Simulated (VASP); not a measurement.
A run of VASP 6.6.1 is set up as follows.

Contents of POSCAR:

```
BAs
1.0
    0.0000000000      2.3885000000      2.3885000000
    2.3885000000      0.0000000000      2.3885000000
    2.3885000000      2.3885000000      0.0000000000
As B
1 1
Direct
    0.7500000000      0.7500000000      0.7500000000
    0.0000000000      0.0000000000      0.0000000000
```

INCAR.step1

```
SYSTEM = BAs
  PREC = Accurate
  ENCUT = 520
  ISMEAR = 1
  SIGMA = 0.05
  LREAL = .False.
  LASPH = .True.
  NELM = 150
  MAGMOM = 0 0 0 0 0 0
  LSORBIT = .True.
  GGA_COMPAT = .False.
  NBANDS = 20
  GGA = PE
  ALGO = Normal
  EDIFF = 1E-4
  LWAVE = .True.
  LCHARG = .False.
```

File INCAR.step2:

```
SYSTEM = BAs
  PREC = Accurate
  ENCUT = 520
  EDIFF = 1E-6
  ISMEAR = 1
  SIGMA = 0.05
  LREAL = .False.
  LASPH = .True.
  NELM = 150
  ALGO = Normal
  ISIF = 2
  LWAVE = .False.
  LCHARG = .False.
  MAGMOM = 0 0 0 0 0 0
  LORBIT = 11
  LSORBIT = .True.
  GGA_COMPAT = .False.
  LORBMOM = .True.
  METAGGA = R2SCAN
  LMIXTAU = .True.
  NBANDS = 20
  ISTART = 1
```

Contents of KPOINTS:

```
Automatic mesh
0
Gamma
  8 8 8
  0 0 0
```

Potentials or basis: VASP PAW PBE potentials, release 64 (As, B).

Command:

```bash
$ cat potpaw_PBE.64/As/POTCAR potpaw_PBE.64/B/POTCAR > POTCAR
$ cp INCAR.step1 INCAR
$ mpirun -np 1 vasp_ncl > vasp.out
$ cp INCAR.step2 INCAR
$ mpirun -np 1 vasp_ncl > vasp.out
```

Q: Predict the pressure.

A: 0.9 GPa.

Q: What does it give for the net moment?

A: 0.00 μB per cell.

Moments on the atoms (μB; x, y, z):
```
As  0.00 0.00 0.00
B   0.00 0.00 0.00
```

Caveat: the PAW data sets were made with another functional, which shifts forces and pressure a little.
